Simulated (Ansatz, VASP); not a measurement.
**One calculation of N, two programs**

File INCAR:

```
SYSTEM = N
PREC = Accurate
ENCUT = 520
EDIFF = 1E-7
ISMEAR = -1
SIGMA = 0.02
LREAL = .FALSE.
LASPH = .TRUE.
NELM = 80
ALGO = Normal
ISIF = 2
LWAVE = .FALSE.
LCHARG = .TRUE.
GGA = PS
LELF = .TRUE.
LVHAR = .TRUE.
NBANDS = 18
```

KPOINTS

```
Automatic mesh
0
G
  4 4 4
  0 0 0
```

File POSCAR:

```
N
1.0
    5.5336819281      0.0000000000      0.0000000000
    0.0000000000      5.5336819281      0.0000000000
    0.0000000000      0.0000000000      5.5336819281
N
4
Direct
    0.0300000000      0.0300000000      0.0300000000
    0.4700000000      0.9700000000      0.5300000000
    0.5300000000      0.4700000000      0.9700000000
    0.9700000000      0.5300000000      0.4700000000
```

Input for Ansatz:

```yaml
crystal:
  lattice:
    - [5.5336819281, 0.0, 0.0]
    - [0.0, 5.5336819281, 0.0]
    - [0.0, 0.0, 5.5336819281]
  atoms:
    - { symbol: "N", position: [0.03, 0.03, 0.03] }
    - { symbol: "N", position: [0.47, 0.97, 0.53] }
    - { symbol: "N", position: [0.53, 0.47, 0.97] }
    - { symbol: "N", position: [0.97, 0.53, 0.47] }
kpoints:
  mp_grid: { grid: [4, 4, 4] }
  band_path:
    path:
      - [0.0, 0.0, 0.0]
      - [0.0, 0.5, 0.0]
      - [0.5, 0.5, 0.0]
      - [0.0, 0.0, 0.0]
      - [0.5, 0.5, 0.5]
      - [0.0, 0.5, 0.0]
      - [0.5, 0.5, 0.5]
      - [0.5, 0.5, 0.0]
      - [0.5, 0.0, 0.0]
    npoints: 5
scf:
  occupations: { method: fermi_dirac, width: 0.02 }
hamiltonian:
  xc: pbesol
  pseudopotentials: { kind: all_electron, lapw: { basis_error: 0.001 } }
output:
  forces: true
  stress: true
  eigenvalues: true
```

Change from the starting cell: volume scaled by 0.94.

Alike in both runs: task single point; functional PBEsol; k mesh 4 × 4 × 4; occupations fermi-dirac, width 0.02 eV; no spin polarisation.

|  | VASP | Ansatz |
| --- | --- | --- |
| version | VASP 6.6.1 | Ansatz 0.2.0 |
| potentials or method | VASP PAW PBE potentials, release 64 (N), cutoff 520 eV | all-electron LAPW, scalar-relativistic |

|  | VASP | Ansatz | Ansatz less VASP |
| --- | --- | --- | --- |
| pressure (GPa) | -4.8 | -4.8 | +0.05 |
| rms of the force components (eV/Å) | 0.251 | 0.252 | +0.0005 |

VASP's potentials were made for PBE, not for PBEsol. Atom by atom the forces differ by 0.000 eV/Å (rms over components). Ansatz ran all-electron here, and VASP with PAW potentials.
